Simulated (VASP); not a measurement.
Si:

```xyz
8
Lattice="-2.5248 2.5248 6.2997 2.5248 -2.5248 6.2997 2.5248 2.5248 -6.2997" Properties=species:S:1:pos:R:3 pbc="T T T"
Si    0.0000    1.1090    2.7026
Si   -1.1090    2.5248    5.8524
Si    1.1090    2.5248    5.8524
Si    0.0000    1.4158    0.4472
Si    0.0000    3.6338    0.4472
Si    0.0000    3.9406    2.7026
Si   -1.4158    2.5248    3.5971
Si    1.4158    2.5248    3.5971
```

- Program: VASP 6.6.1
- Task: relaxation of cell and atoms
- Functional: PBE
- Potentials or basis: VASP PAW PBE potentials, release 64 (Si)
- Cutoff: 600 eV
- k mesh: 6 × 6 × 6
- Occupations: gaussian, width 0.1 eV
- Spin: no spin polarisation

At the start: pressure 21.4 GPa; volume 20.08 Å³/atom.

Task: Where does the relaxation end?

Result: Over 9 steps the energy falls by 267.0 meV/atom and the volume is 24.20 Å³/atom (+20.5 %); space group I4_1/amd (No. 141, to 0.05 Å).

The path:
| step | energy change (eV) | largest force (eV/Å) | pressure (GPa) | volume (Å³) |
| --- | --- | --- | --- | --- |
| 1 | 0.0000 | 1.6081 | 21.37 | 160.63 |
| 2 | -0.4097 | 1.6309 | -8.45 | 231.00 |
| 3 | -2.0357 | 0.8560 | 0.54 | 192.15 |
| 4 | -2.0373 | 0.8291 | 0.82 | 191.46 |
| 5 | -2.1188 | 0.2058 | -0.89 | 196.91 |
| 6 | -2.1298 | 0.0919 | -0.51 | 195.45 |
| 7 | -2.1340 | 0.0669 | 0.14 | 193.63 |
| 8 | -2.1340 | 0.0646 | 0.10 | 193.74 |
| 9 | -2.1356 | 0.0227 | 0.06 | 193.64 |

Final structure:
```
Si
1.0
    -2.72532    2.72532    6.51768
     2.72532   -2.72532    6.51768
     2.72532    2.72532   -6.51768
Si
8
Direct
  0.43070 0.21475 0.21594
  0.96475 0.24881 0.28406
  0.96475 0.68070 0.71594
  0.31930 0.03525 0.28406
  0.75119 0.03525 0.71594
  0.99881 0.21475 0.78406
  0.78525 0.00119 0.21594
  0.78525 0.56930 0.78406
```

Caveat: the volume moved by over 15 % at a fixed basis, so the end points are rough.
